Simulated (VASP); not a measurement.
# PbSe (Fm-3m) in VASP: a series of runs, part 2 of 2

VASP 6.6.1. The steps go on from the part before.

## Step 4: Single point, r2SCANh

This run uses another cell than the first one, of 27.52 Å³/atom.

The input, POSCAR:

```
PbSe
1.0
    0.0000000000      3.0192847941      3.0192847941
    3.0192847941      0.0000000000      3.0192847941
    3.0192847941      3.0192847941      0.0000000000
Pb Se
1 1
Direct
    0.0000000000      0.0000000000      0.0000000000
    0.5000000000      0.5000000000      0.5000000000
```

The input, INCAR.step1:

```
ALGO = Normal
EDIFF = 1E-5
ENCUT = 520
GGA = PE
ISIF = 2
ISMEAR = -1
LASPH = True
LCHARG = False
LREAL = False
LWAVE = True
NBANDS = 17
NELM = 60
PREC = Accurate
SIGMA = 0.05
```

The input, INCAR.step2:

```
AEXX = 0.1
ALGO = Normal
EDIFF = 1E-6
ENCUT = 520
ISIF = 2
ISMEAR = -1
ISTART = 1
LASPH = True
LCHARG = False
LHFCALC = True
LMIXTAU = True
LREAL = False
LWAVE = False
METAGGA = R2SCAN
NBANDS = 17
NELM = 60
PREC = Accurate
PRECFOCK = Normal
SIGMA = 0.05
```

The input, KPOINTS:

```
k-points
0
Gamma
  4 4 4
```

Potentials or basis: VASP PAW PBE potentials, release 64 (Pb_d, Se).

Started as:

```console
$ cat potpaw_PBE.64/Pb_d/POTCAR potpaw_PBE.64/Se/POTCAR > POTCAR
$ cp INCAR.step1 INCAR
$ mpirun -np 1 vasp_std > vasp.out
$ cp INCAR.step2 INCAR
$ mpirun -np 1 vasp_std > vasp.out
```

OUTCAR:

```text
AEXX = 0.1
   EDIFF = 1E-6
   ENCUT = 520
   ISIF = 2
   ISMEAR = -1
   ISTART = 1
   LASPH = True
   LHFCALC = True
   LREAL = False
   METAGGA = R2SCAN
   NELM = 60
   PREC = Accurate
   PRECFOCK = Normal

 ion  position               nearest neighbor table
   1  0.000  0.000  0.000-   2 3.02   2 3.02   2 3.02   2 3.02   2 3.02   2 3.02
   2  0.500  0.500  0.500-   1 3.02   1 3.02   1 3.02   1 3.02   1 3.02   1 3.02

  LATTYP: Found a face centered cubic cell.
 ALAT       =     6.0385695882

  Lattice vectors:

 A1 = (   0.0000000000,   3.0192847941,   3.0192847941)
 A2 = (   3.0192847941,   0.0000000000,   3.0192847941)
 A3 = (   3.0192847941,   3.0192847941,   0.0000000000)

Analysis of symmetry for initial positions (statically):
=====================================================================
 Subroutine PRICEL returns:
 Original cell was already a primitive cell.

 Routine SETGRP: Setting up the symmetry group for a
 face centered cubic supercell.

 Subroutine GETGRP returns: Found 48 space group operations
 (whereof 48 operations were pure point group operations)
 out of a pool of 48 trial point group operations.

The static configuration has the point symmetry O_h .

Analysis of symmetry for dynamics (positions and initial velocities):
=====================================================================
 Subroutine PRICEL returns:
 Original cell was already a primitive cell.

 Routine SETGRP: Setting up the symmetry group for a
 face centered cubic supercell.

 Subroutine GETGRP returns: Found 48 space group operations
 (whereof 48 operations were pure point group operations)
 out of a pool of 48 trial point group operations.

The dynamic configuration has the point symmetry O_h .

 Subroutine INISYM returns: Found 48 space group operations
 (whereof 48 operations are pure point group operations),
 and found     1 'primitive' translations

----------------------------------------------------------------------------------------

                                     Primitive cell

  volume of cell :      55.0481

  direct lattice vectors                    reciprocal lattice vectors
     0.000000000  3.019284794  3.019284794    -0.165602132  0.165602132  0.165602132
     3.019284794  0.000000000  3.019284794     0.165602132 -0.165602132  0.165602132
     3.019284794  3.019284794  0.000000000     0.165602132  0.165602132 -0.165602132

  length of vectors
     4.269913504  4.269913504  4.269913504     0.286831307  0.286831307  0.286831307

  position of ions in fractional coordinates (direct lattice)
     0.000000000  0.000000000  0.000000000
     0.500000000  0.500000000  0.500000000

  ion indices of the primitive-cell ions
   primitive index   ion index
                 1           1
                 2           2

----------------------------------------------------------------------------------------

 KPOINTS: k-points

Automatic generation of k-mesh.
 Grid dimensions read from file:
 generate k-points for:    4    4    4

 Generating k-lattice:

  Cartesian coordinates                     Fractional coordinates (reciprocal lattice)
    -0.041400533  0.041400533  0.041400533     0.250000000  0.000000000  0.000000000
     0.041400533 -0.041400533  0.041400533     0.000000000  0.250000000  0.000000000
     0.041400533  0.041400533 -0.041400533     0.000000000  0.000000000  0.250000000

  Length of vectors
     0.071707827  0.071707827  0.071707827

  Shift w.r.t. Gamma in fractional coordinates (k-lattice)
     0.000000000  0.000000000  0.000000000

 Subroutine IBZKPT returns following result:
 ===========================================

 Found      8 irreducible k-points:

 Following reciprocal coordinates:
            Coordinates               Weight
  0.000000  0.000000  0.000000      1.000000
  0.250000  0.000000  0.000000      8.000000
  0.500000  0.000000  0.000000      4.000000
  0.250000  0.250000  0.000000      6.000000
  0.500000  0.250000  0.000000     24.000000
 -0.250000  0.250000  0.000000     12.000000
  0.500000  0.500000  0.000000      3.000000
 -0.250000  0.500000  0.250000      6.000000
   k-points           NKPTS =      8   k-points in BZ     NKDIM =     64   number of bands    NBANDS=     17
   number of dos      NEDOS =    301   number of ions     NIONS =      2
   total plane-waves  NPLWV =  32768
   dimension x,y,z NGX =    32 NGY =   32 NGZ =   32
   dimension x,y,z NGXF=    64 NGYF=   64 NGZF=   64
   ions per type =               1   1
   NGX,Y,Z   is equivalent  to a cutoff of  12.46, 12.46, 12.46 a.u.
   NGXF,Y,Z  is equivalent  to a cutoff of  24.92, 24.92, 24.92 a.u.
 SYSTEM =  unknown system
   PREC   = accura    normal or accurate (medium, high low for compatibility)
   ISTART =      1    job   : 0-new  1-cont  2-samecut
   ICHARG =      0    charge: 1-file 2-atom 10-const
   ISPIN  =      1    spin polarized calculation?
   LNONCOLLINEAR =      F non collinear calculations
   LSORBIT =      F    spin-orbit coupling
   LASPH  =      T    aspherical Exc in radial PAW
   ENCUT  =  520.0 eV  38.22 Ry    6.18 a.u.   7.94  7.94  7.94*2*pi/ulx,y,z
   NELM   =     60;   NELMIN=  2; NELMDL=  0     # of ELM steps
   EDIFF  = 0.1E-05   stopping-criterion for ELM
   LREAL  =      F    real-space projection
   EDIFFG = 0.1E-04   stopping-criterion for IOM
   NSW    =      0    number of steps for IOM
   IBRION =     -1    ionic relax: 0-MD 1-quasi-New 2-CG
   NFREE  =      0    steps in history (QN), initial steepest desc. (CG)
   ISIF   =      2    stress and relaxation
   ISYM   =      3    0-nonsym 1-usesym 2-fastsym
   POTIM  = 0.5000    time-step for ionic-motion
   TEBEG  =    0.0;   TEEND  =   0.0 temperature during run
   PSTRESS=    0.0 pullay stress
   NELECT =      20.0000    total number of electrons
   NUPDOWN=      -1.0000    fix difference up-down
   EMIN   =  10.00;   EMAX   =-10.00  energy-range for DOS
   EFERMI =   0.00;   METHOD = LEGACY
   ISMEAR =    -1;   SIGMA  =   0.05  broadening in eV -4-tet -1-fermi 0-gaus
   EFERMI_NEDOS =   21; number of points for ismear=-14 and -15
   IALGO  =     38    algorithm
   IMIX   =      1    mixing-type and parameters
     AMIX     =   0.40;   BMIX     =  1.00
     AMIX_MAG =   1.60;   BMIX_MAG =  1.00
  volume/ion in A,a.u.               =      27.52       185.74
  Fermi-wavevector in a.u.,A,eV,Ry     =   1.168165  2.207511 18.566630  1.364609
  Thomas-Fermi vector in A             =   2.304655
   LORBIT       =      0    0 simple, 1 ext, 2 COOP (PROOUT), +10 PAW based schemes
   METAGGA = R2SCAN    functional components
   LHFCALC =     T    Hartree Fock is set to
   PRECFOCK=normal    Normal, Fast or Accurate (Low or Medium for compatibility)
   ENCUT4O =  -1.0   cutoff for four orbital integrals eV
   NKREDX  =     1    reduce k-point grid by
   NKREDY  =     1    reduce k-point grid by
   NKREDZ  =     1    reduce k-point grid by
   AEXX    =    0.1000 exact exchange contribution
   HFSCREEN=    0.0000 screening length (either q_TF or 0.3 A-1)
   HFSCREENC=   0.0000 screening length for correlation (either q_TF or 0.3 A-1)
   ENCUTFOCK=  -1.0 apply spherical cutoff to Coloumb kernel
   IVDW    =     0    specifies the selected vdW correction
   LEPSILON=     F    determine dielectric tensor
   LRPA    =     F    only Hartree local field effects (RPA)
 non-spin polarized calculation
  energy-cutoff  :      520.00
  volume of cell :       55.05
 maximum number of plane-waves:      1524
  NGX = 24; NGY = 24; NGZ = 24

 number of electron      20.0000005 magnetization

 Free energy of the ion-electron system (eV)
  ---------------------------------------------------
  ext. energy  EPLUGINS =         0.00000000
  ---------------------------------------------------
  free energy    TOTEN  =       -66.73250525 eV

  energy without entropy =      -66.73247145  energy(sigma->0) =      -66.73248835

 E-fermi :   5.6779     XC(G=0):  -9.3774

 val. band max:        5.2717596420   @ k =   0.5000   0.0000   0.0000
 cond. band min:       6.0841199416   @ k =   0.5000   0.0000   0.0000
 fundamental gap:      0.8123602996
 Fermi energy:         5.6779397952

 k-point     1 :       0.0000    0.0000    0.0000
  band No.  band energies     occupation
      1     -12.9931      2.00000
      2     -12.9931      2.00000
      3     -12.9880      2.00000
      4     -12.9880      2.00000
      5     -12.9880      2.00000
      6      -9.8557      2.00000
[... 137 lines left out ...]
      4     -12.9739      2.00000
      5     -12.9356      2.00000
      6      -8.0949      2.00000
[... 9 lines left out ...]
     16      18.4606      0.00000
     17      19.0551      0.00000

------------------------ aborting loop because EDIFF is reached ----------------------------------------

  FORCE on cell =-STRESS in cart. coord.  units (eV):
  Direction    XX          YY          ZZ          XY          YZ          ZX
  --------------------------------------------------------------------------------------
  -------------------------------------------------------------------------------------
  Total        1.3250917      1.3250917      1.3250917      0.0000000     -0.0000000      0.0000000
  in kB       38.5668592     38.5668592     38.5668592      0.0000000     -0.0000000      0.0000000
  external PRESSURE =      38.5668592 kB  Pullay stress =       0.0000000 kB

 VOLUME and BASIS-vectors are now :
 -----------------------------------------------------------------------------
  energy-cutoff  :      520.00
  volume of cell :       55.05
      direct lattice vectors                 reciprocal lattice vectors
     0.000000000  3.019284794  3.019284794    -0.165602132  0.165602132  0.165602132
     3.019284794  0.000000000  3.019284794     0.165602132 -0.165602132  0.165602132
     3.019284794  3.019284794  0.000000000     0.165602132  0.165602132 -0.165602132

 POSITION                                       TOTAL-FORCE (eV/Angst)
 -----------------------------------------------------------------------------------
      0.00000      0.00000      0.00000        -0.000000      0.000000      0.000000
      3.01928      3.01928      3.01928         0.000000     -0.000000      0.000000
 -----------------------------------------------------------------------------------
    total drift:                                0.000001     -0.000002     -0.000000

  FREE ENERGIE OF THE ION-ELECTRON SYSTEM (eV)
  ---------------------------------------------------
  free  energy   TOTEN  =       -66.7325052479 eV

  energy  without entropy=      -66.7324714477  energy(sigma->0) =      -66.73248835
```

OUTCAR.step1:

```text
EDIFF = 1E-5
   ENCUT = 520
   GGA = PE
   ISIF = 2
   ISMEAR = -1
[... 361 lines left out ...]
 -----------------------------------------------------------------------------------
      0.00000      0.00000      0.00000        -0.000000      0.000000     -0.000000
      3.01928      3.01928      3.01928         0.000000     -0.000000      0.000000
 -----------------------------------------------------------------------------------
    total drift:                                0.000000     -0.000000     -0.000000

  FREE ENERGIE OF THE ION-ELECTRON SYSTEM (eV)
  ---------------------------------------------------
  free  energy   TOTEN  =        -8.1178796255 eV

  energy  without entropy=       -8.1119600167  energy(sigma->0) =       -8.11491982
```

OSZICAR.step1:

```text
N       E                     dE             d eps       ncg     rms          rms(c)
DAV:   1     0.145305477510E+03    0.14531E+03   -0.95112E+03   272   0.121E+03
DAV:   2     0.271241233328E+01   -0.14259E+03   -0.13842E+03   272   0.306E+02
DAV:   3    -0.809801989401E+01   -0.10810E+02   -0.10713E+02   353   0.890E+01
DAV:   4    -0.836921439710E+01   -0.27119E+00   -0.27095E+00   336   0.155E+01
DAV:   5    -0.837724928038E+01   -0.80349E-02   -0.80347E-02   381   0.265E+00    0.285E+00
DAV:   6    -0.812050975344E+01    0.25674E+00   -0.64080E-01   411   0.563E+00    0.173E+00
DAV:   7    -0.811558098440E+01    0.49288E-02   -0.10278E-01   325   0.161E+00    0.920E-01
DAV:   8    -0.811812108192E+01   -0.25401E-02   -0.10619E-02   336   0.109E+00    0.136E-01
DAV:   9    -0.811787143669E+01    0.24965E-03   -0.27314E-03   415   0.466E-01    0.472E-02
DAV:  10    -0.811787127170E+01    0.16499E-06   -0.29750E-04   345   0.117E-01    0.142E-02
DAV:  11    -0.811787962548E+01   -0.83538E-05   -0.35301E-05   366   0.493E-02
   1 F= -.81178796E+01 E0= -.81149198E+01  d E =-.591961E-02
```

Wall time 19 min (1 thread of Intel Xeon 8259CL, shared host); peak memory 0.2 GiB.

What came out:

* Free energy: -66.7325 eV
* Pressure: 3.9 GPa
* Band gap on the k mesh: 0.81 eV

Caveat: the k points lie up to 0.45 Å⁻¹ apart; the PAW data sets were made with another functional, which shifts forces and pressure a little; spin-orbit coupling is left out, which moves the levels of the heavy elements.

## Step 5: The runs side by side

| level | cell | k mesh | share of exact exchange | gap on the mesh (eV) | pressure (GPa) |
| --- | --- | --- | --- | --- | --- |
| PBE0 | a = 4.328 Å, angles 60.0°, 2 atoms | 6 × 6 × 6 | 0.25 | 1.28 | 1.2 |
| r2SCANh | a = 4.240 Å, angles 60.0°, 2 atoms | 4 × 4 × 4 | 0.1 | 0.72 | 5.4 |
| r2SCANh | a = 4.270 Å, angles 60.0°, 2 atoms | 4 × 4 × 4 | 0.1 | 0.81 | 3.9 |

Alike in all rows: task single point; potentials or basis VASP PAW PBE potentials, release 64 (Pb_d, Se); no spin polarisation; cutoff (eV) 520; smearing fermi-dirac 0.05 eV.

Caveats: some runs use coarse meshes; the PAW data sets were made with another functional, which shifts forces and pressure a little; spin-orbit coupling is left out, which moves the levels of the heavy elements.

Total energies depend on the potentials used, so only differences within one code and one set of settings carry meaning.
